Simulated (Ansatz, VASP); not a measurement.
Ag in VASP and in Ansatz

INCAR

```
SYSTEM = Ag
PREC = Accurate
ENCUT = 520
EDIFF = 1E-6
ISMEAR = 0
SIGMA = 0.15
LREAL = .FALSE.
LASPH = .TRUE.
NELM = 100
ALGO = Normal
ISIF = 2
LWAVE = .FALSE.
LCHARG = .FALSE.
GGA = PE
NBANDS = 12
```

KPOINTS

```
Automatic mesh
0
G
  20 20 20
  0 0 0
```

Contents of POSCAR:

```
Ag
1.0
    0.0000000000      2.2065480000      2.2065480000
    2.2065480000      0.0000000000      2.2065480000
    2.2065480000      2.2065480000      0.0000000000
Ag
1
Direct
    0.0000000000      0.0000000000      0.0000000000
```

Input for Ansatz:

```yaml
crystal:
  lattice:
    - [0.0, 2.206548, 2.206548]
    - [2.206548, 0.0, 2.206548]
    - [2.206548, 2.206548, 0.0]
  atoms:
    - { symbol: Ag, position: [0.0, 0.0, 0.0] }
basis:
  ecutwfc: 420
kpoints:
  mp_grid: { grid: [20, 20, 20] }
hamiltonian:
  xc: pbe
scf:
  occupations: { method: gaussian, width: 0.15 }
output:
  forces: true
  stress: true
  eigenvalues: true
```

Change from the starting cell: strain +0.080 along x and y, +0.080 along z, atoms carried along.

Alike in both runs: task single point; functional PBE; k mesh 20 × 20 × 20; occupations gaussian, width 0.15 eV; no spin polarisation.

|  | VASP | Ansatz |
| --- | --- | --- |
| version | VASP 6.6.1 | Ansatz 0.2.0 |
| potentials or method | VASP PAW PBE potentials, release 64 (Ag), cutoff 520 eV | scalar-relativistic, plane waves, PAW |
| valence electrons in the cell | 11 | 19 |

|  | VASP | Ansatz | Ansatz less VASP |
| --- | --- | --- | --- |
| gap on the k mesh at the Fermi level (eV) | none | none | - |
| pressure (GPa) | -9.9 | -9.9 | 0.00 |

A gap of «none» marks a metal or a gap that the smearing closes. VASP's potentials hold 11 valence electrons a cell and Ansatz's 19, so a difference there can come from the potentials and not from the codes.
